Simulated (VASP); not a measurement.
# InSb (zincblende type) (F-43m) in VASP: notebook

The runs below take InSb (zincblende type) through single point, relaxation of cell and atoms, with PBE.

All numbers are computed with VASP 6.6.1; they aren't measurements. Logs are shortened: lines on timing, memory, paths and dates and some standing lists are left out, and cuts for length are marked.

### Step 1. The cell of the first run

The structure is cubic, space group F-43m (No. 216). Conventional cell: a = 5.779 Å, b = 5.779 Å, c = 5.779 Å, α = 90.00°, β = 90.00°, γ = 90.00°. In (site symmetry -43m) has 4 Sb at 2.50 Å within 3.3 Å. Within 3.3 Å of Sb (site symmetry -43m) lie 4 In at 2.50 Å.

### Step 2. Single point, PBE

INCAR

```
PREC = Accurate
ENCUT = 520
EDIFF = 1E-6
ISMEAR = -1
SIGMA = 0.05
LREAL = F
LASPH = T
NELM = 80
ALGO = Normal
ISIF = 2
LWAVE = F
LCHARG = T
GGA = PE
LELF = T
LVHAR = T
NBANDS = 16
```

KPOINTS

```
Automatic mesh
0
Gamma
  12 12 12
```

POSCAR

```
InSb
1.0
    0.0000000000      2.8896664538      2.8896664538
    2.8896664538      0.0000000000      2.8896664538
    2.8896664538      2.8896664538      0.0000000000
In Sb
1 1
Direct
    0.0000000000      0.0000000000      0.0000000000
    0.2500000000      0.2500000000      0.2500000000
```

Potentials or basis: VASP PAW PBE potentials, release 64 (In_d, Sb).

Run with:

```
> cat potpaw_PBE.64/In_d/POTCAR potpaw_PBE.64/Sb/POTCAR > POTCAR
> mpirun -np 1 vasp_std > vasp.out
```

OUTCAR:

```text
PREC = Accurate
   ENCUT = 520
   EDIFF = 1E-6
   ISMEAR = -1
   LREAL = F
   LASPH = T
   NELM = 80
   ISIF = 2
   GGA = PE

 ion  position               nearest neighbor table
   1  0.000  0.000  0.000-   2 2.50   2 2.50   2 2.50   2 2.50
   2  0.250  0.250  0.250-   1 2.50   1 2.50   1 2.50   1 2.50

  LATTYP: Found a face centered cubic cell.
 ALAT       =     5.7793329076

  Lattice vectors:

 A1 = (   0.0000000000,   2.8896664538,   2.8896664538)
 A2 = (   2.8896664538,   0.0000000000,   2.8896664538)
 A3 = (   2.8896664538,   2.8896664538,   0.0000000000)

Analysis of symmetry for initial positions (statically):
=====================================================================
 Subroutine PRICEL returns:
 Original cell was already a primitive cell.

 Routine SETGRP: Setting up the symmetry group for a
 face centered cubic supercell.

 Subroutine GETGRP returns: Found 24 space group operations
 (whereof 24 operations were pure point group operations)
 out of a pool of 48 trial point group operations.

The static configuration has the point symmetry T_d .

Analysis of symmetry for dynamics (positions and initial velocities):
=====================================================================
 Subroutine PRICEL returns:
 Original cell was already a primitive cell.

 Routine SETGRP: Setting up the symmetry group for a
 face centered cubic supercell.

 Subroutine GETGRP returns: Found 24 space group operations
 (whereof 24 operations were pure point group operations)
 out of a pool of 48 trial point group operations.

The dynamic configuration has the point symmetry T_d .

 Subroutine INISYM returns: Found 24 space group operations
 (whereof 24 operations are pure point group operations),
 and found     1 'primitive' translations

----------------------------------------------------------------------------------------

                                     Primitive cell

  volume of cell :      48.2584

  direct lattice vectors                    reciprocal lattice vectors
     0.000000000  2.889666454  2.889666454    -0.173030351  0.173030351  0.173030351
     2.889666454  0.000000000  2.889666454     0.173030351 -0.173030351  0.173030351
     2.889666454  2.889666454  0.000000000     0.173030351  0.173030351 -0.173030351

  length of vectors
     4.086605490  4.086605490  4.086605490     0.299697359  0.299697359  0.299697359

  position of ions in fractional coordinates (direct lattice)
     0.000000000  0.000000000  0.000000000
     0.250000000  0.250000000  0.250000000

  ion indices of the primitive-cell ions
   primitive index   ion index
                 1           1
                 2           2

----------------------------------------------------------------------------------------

 KPOINTS: Automatic mesh

Automatic generation of k-mesh.
 Grid dimensions read from file:
 generate k-points for:   12   12   12

 Generating k-lattice:

  Cartesian coordinates                     Fractional coordinates (reciprocal lattice)
    -0.014419196  0.014419196  0.014419196     0.083333333  0.000000000  0.000000000
     0.014419196 -0.014419196  0.014419196     0.000000000  0.083333333  0.000000000
     0.014419196  0.014419196 -0.014419196     0.000000000  0.000000000  0.083333333

  Length of vectors
     0.024974780  0.024974780  0.024974780

  Shift w.r.t. Gamma in fractional coordinates (k-lattice)
     0.000000000  0.000000000  0.000000000

 Subroutine IBZKPT returns following result:
 ===========================================

 Found     72 irreducible k-points:

 Following reciprocal coordinates:
            Coordinates               Weight
  0.000000  0.000000  0.000000      1.000000
  0.083333  0.000000  0.000000      8.000000
  0.166667  0.000000  0.000000      8.000000
  0.250000  0.000000  0.000000      8.000000
  0.333333  0.000000  0.000000      8.000000
  0.416667  0.000000  0.000000      8.000000
[... 16 lines left out ...]
  0.500000  0.166667  0.000000     24.000000
 -0.416667  0.166667  0.000000     24.000000
 [... further k-points ...]
   k-points           NKPTS =     72   k-points in BZ     NKDIM =     72   number of bands    NBANDS=     16
   number of dos      NEDOS =    301   number of ions     NIONS =      2
   total plane-waves  NPLWV =  27000
   dimension x,y,z NGX =    30 NGY =   30 NGZ =   30
   dimension x,y,z NGXF=    60 NGYF=   60 NGZF=   60
   ions per type =               1   1
   NGX,Y,Z   is equivalent  to a cutoff of  12.20, 12.20, 12.20 a.u.
   NGXF,Y,Z  is equivalent  to a cutoff of  24.41, 24.41, 24.41 a.u.
 SYSTEM =  unknown system
   PREC   = accura    normal or accurate (medium, high low for compatibility)
   ISTART =      0    job   : 0-new  1-cont  2-samecut
   ICHARG =      2    charge: 1-file 2-atom 10-const
   ISPIN  =      1    spin polarized calculation?
   LNONCOLLINEAR =      F non collinear calculations
   LSORBIT =      F    spin-orbit coupling
   LASPH  =      T    aspherical Exc in radial PAW
   ENCUT  =  520.0 eV  38.22 Ry    6.18 a.u.   7.60  7.60  7.60*2*pi/ulx,y,z
   NELM   =     80;   NELMIN=  2; NELMDL= -5     # of ELM steps
   EDIFF  = 0.1E-05   stopping-criterion for ELM
   LREAL  =      F    real-space projection
   EDIFFG = 0.1E-04   stopping-criterion for IOM
   NSW    =      0    number of steps for IOM
   IBRION =     -1    ionic relax: 0-MD 1-quasi-New 2-CG
   NFREE  =      0    steps in history (QN), initial steepest desc. (CG)
   ISIF   =      2    stress and relaxation
   ISYM   =      2    0-nonsym 1-usesym 2-fastsym
   POTIM  = 0.5000    time-step for ionic-motion
   TEBEG  =    0.0;   TEEND  =   0.0 temperature during run
   PSTRESS=    0.0 pullay stress
   NELECT =      18.0000    total number of electrons
   NUPDOWN=      -1.0000    fix difference up-down
   EMIN   =  10.00;   EMAX   =-10.00  energy-range for DOS
   EFERMI =   0.00;   METHOD = LEGACY
   ISMEAR =    -1;   SIGMA  =   0.05  broadening in eV -4-tet -1-fermi 0-gaus
   EFERMI_NEDOS =   21; number of points for ismear=-14 and -15
   IALGO  =     38    algorithm
   IMIX   =      4    mixing-type and parameters
     AMIX     =   0.40;   BMIX     =  1.00
     AMIX_MAG =   1.60;   BMIX_MAG =  1.00
  volume/ion in A,a.u.               =      24.13       162.83
  Fermi-wavevector in a.u.,A,eV,Ry     =   1.178441  2.226931 18.894735  1.388724
  Thomas-Fermi vector in A             =   2.314770
   LORBIT       =      0    0 simple, 1 ext, 2 COOP (PROOUT), +10 PAW based schemes
   GGA     = PE    functional components
   LHFCALC =     F    Hartree Fock is set to
   AEXX    =    0.0000 exact exchange contribution
   IVDW    =     0    specifies the selected vdW correction
   LEPSILON=     F    determine dielectric tensor
   LRPA    =     F    only Hartree local field effects (RPA)
 non-spin polarized calculation
  energy-cutoff  :      520.00
  volume of cell :       48.26
 maximum number of plane-waves:      1316
   NGX = 15   NGY = 15   NGZ = 15

 number of electron      18.0000007 magnetization

 Free energy of the ion-electron system (eV)
  ---------------------------------------------------
  ext. energy  EPLUGINS =         0.00000000
  ---------------------------------------------------
  free energy    TOTEN  =        -4.81863524 eV

  energy without entropy =       -4.81860110  energy(sigma->0) =       -4.81861817

 E-fermi :   9.8327     XC(G=0): -10.2484

 val. band max:        9.6153280721   @ k =   0.0000   0.0000   0.0000
 cond. band min:      10.0936116145   @ k =   0.4167   0.4167   0.0000
 fundamental gap:      0.4782835424
 Fermi energy:         9.8327429882

 k-point     1 :       0.0000    0.0000    0.0000
  band No.  band energies     occupation
      1      -6.3169      2.00000
      2      -6.3169      2.00000
      3      -6.3169      2.00000
      4      -6.0805      2.00000
      5      -6.0805      2.00000
      6      -3.9395      2.00000
[... 8 lines left out ...]
     15      18.2319      0.00000
     16      18.2319      0.00000

 k-point     2 :       0.0833    0.0000    0.0000
  band No.  band energies     occupation
      1      -6.3308      2.00000
      2      -6.3121      2.00000
      3      -6.3121      2.00000
      4      -6.0813      2.00000
      5      -6.0813      2.00000
      6      -3.8364      2.00000
[... 8 lines left out ...]
     15      17.4511      0.00000
     16      17.4511      0.00000

 k-point     3 :       0.1667    0.0000    0.0000
  band No.  band energies     occupation
      1      -6.3666      2.00000
      2      -6.2995      2.00000
      3      -6.2995      2.00000
      4      -6.0830      2.00000
      5      -6.0830      2.00000
      6      -3.5342      2.00000
[... 8 lines left out ...]
     15      16.9215      0.00000
     16      16.9215      0.00000

 k-point     4 :       0.2500    0.0000    0.0000
  band No.  band energies     occupation
      1      -6.4118      2.00000
      2      -6.2837      2.00000
      3      -6.2837      2.00000
      4      -6.0836      2.00000
      5      -6.0836      2.00000
      6      -3.0532      2.00000
[... 8 lines left out ...]
     15      16.9825      0.00000
     16      16.9825      0.00000
[... 324 lines left out ...]
 k-point    22 :       0.4167    0.1667    0.0000
  band No.  band energies     occupation
      1      -6.4888      2.00000
      2      -6.2497      2.00000
      3      -6.2389      2.00000
      4      -6.1059      2.00000
      5      -6.0727      2.00000
      6      -1.8991      2.00000
[... 8 lines left out ...]
     15      19.6240      0.00000
     16      19.7526      0.00000

 k-point    23 :       0.5000    0.1667    0.0000
  band No.  band energies     occupation
      1      -6.5030      2.00000
      2      -6.2470      2.00000
      3      -6.2354      2.00000
      4      -6.0984      2.00000
      5      -6.0755      2.00000
      6      -1.3264      2.00000
[... 8 lines left out ...]
     15      19.6746      0.00000
     16      19.9388      0.00000

 k-point    24 :      -0.4167    0.1667    0.0000
  band No.  band energies     occupation
      1      -6.5027      2.00000
      2      -6.2473      2.00000
      3      -6.2383      2.00000
      4      -6.0906      2.00000
      5      -6.0818      2.00000
      6      -1.2192      2.00000
[... 8 lines left out ...]
     15      18.4151      0.00000
     16      18.8283      0.00000

 [... further k-points ...]

------------------------ aborting loop because EDIFF is reached ----------------------------------------

  FORCE on cell =-STRESS in cart. coord.  units (eV):
  Direction    XX          YY          ZZ          XY          YZ          ZX
  --------------------------------------------------------------------------------------
  -------------------------------------------------------------------------------------
  Total       12.3062599     12.3062599     12.3062599     -0.0000000      0.0000000      0.0000000
  in kB      408.5672221    408.5672221    408.5672221     -0.0000000      0.0000000      0.0000000
  external PRESSURE =     408.5672221 kB  Pullay stress =       0.0000000 kB

 VOLUME and BASIS-vectors are now :
 -----------------------------------------------------------------------------
  energy-cutoff  :      520.00
  volume of cell :       48.26
      direct lattice vectors                 reciprocal lattice vectors
     0.000000000  2.889666454  2.889666454    -0.173030351  0.173030351  0.173030351
     2.889666454  0.000000000  2.889666454     0.173030351 -0.173030351  0.173030351
     2.889666454  2.889666454  0.000000000     0.173030351  0.173030351 -0.173030351

 POSITION                                       TOTAL-FORCE (eV/Angst)
 -----------------------------------------------------------------------------------
      0.00000      0.00000      0.00000         0.000000      0.000000      0.000000
      1.44483      1.44483      1.44483        -0.000000     -0.000000     -0.000000
 -----------------------------------------------------------------------------------
    total drift:                                0.000000      0.000000      0.000000

  FREE ENERGIE OF THE ION-ELECTRON SYSTEM (eV)
  ---------------------------------------------------
  free  energy   TOTEN  =        -4.8186352372 eV

  energy  without entropy=       -4.8186011010  energy(sigma->0) =       -4.81861817
```

Run time: 28 s. Hardware: 1 thread of Intel Xeon 6975P-C (Granite Rapids), shared host; peak memory 0.2 GiB.

What came out:

* Free energy: -4.8186 eV
* Pressure: 40.9 GPa
* Band gap on the k mesh: 0.48 eV (least direct gap 1.86 eV)

Caveat: the cell stands under pressure; semilocal functionals underestimate gaps, and a narrow one can read as zero; spin-orbit coupling is left out, which moves the levels of the heavy elements.

### Step 3. Single point, PBE

INCAR

```
SYSTEM = InSb
ALGO = Normal
EDIFF = 1E-7
ENCUT = 520
GGA = PE
ISIF = 2
ISMEAR = -1
LASPH = .TRUE.
LCHARG = .FALSE.
LREAL = .FALSE.
LWAVE = .FALSE.
NBANDS = 16
NELM = 80
PREC = Accurate
SIGMA = 0.05
```

KPOINTS

```
k-points
0
G
  12 12 12
  0 0 0
```

POSCAR is that of step 2.

Potentials or basis: VASP PAW PBE potentials, release 64 (In_d, Sb).

Run with:

```
> cat potpaw_PBE.64/In_d/POTCAR potpaw_PBE.64/Sb/POTCAR > POTCAR
> mpirun -np 1 vasp_std > vasp.out
```

Run time: 28 s. Hardware: 1 thread of Intel Xeon 6975P-C (Granite Rapids), shared host; peak memory 0.21 GiB.

The run converged. Its results:

- Free energy: -4.8186 eV
- Pressure: 40.9 GPa
- Band gap on the k mesh: 0.48 eV (least direct gap 1.86 eV)

Levels at points of the mesh, in eV from the valence-band top:
| k point | band 7 | band 8 | band 9 | band 10 | band 11 | band 12 |
| --- | --- | --- | --- | --- | --- | --- |
| (0.00, 0.00, 0.00) | 0.00 | 0.00 | 0.00 | 1.86 | 2.72 | 2.72 |
| (0.50, 0.00, 0.00) | -7.81 | -1.70 | -1.70 | 1.20 | 3.64 | 3.64 |
| (0.50, 0.50, 0.00) | -7.81 | -3.75 | -3.75 | 0.51 | 0.80 | 10.18 |

Caveat: the cell stands under pressure; semilocal functionals underestimate gaps, and a narrow one can read as zero; spin-orbit coupling is left out, which moves the levels of the heavy elements. A k mesh can miss the band edges.

[end of part 1 of 2]
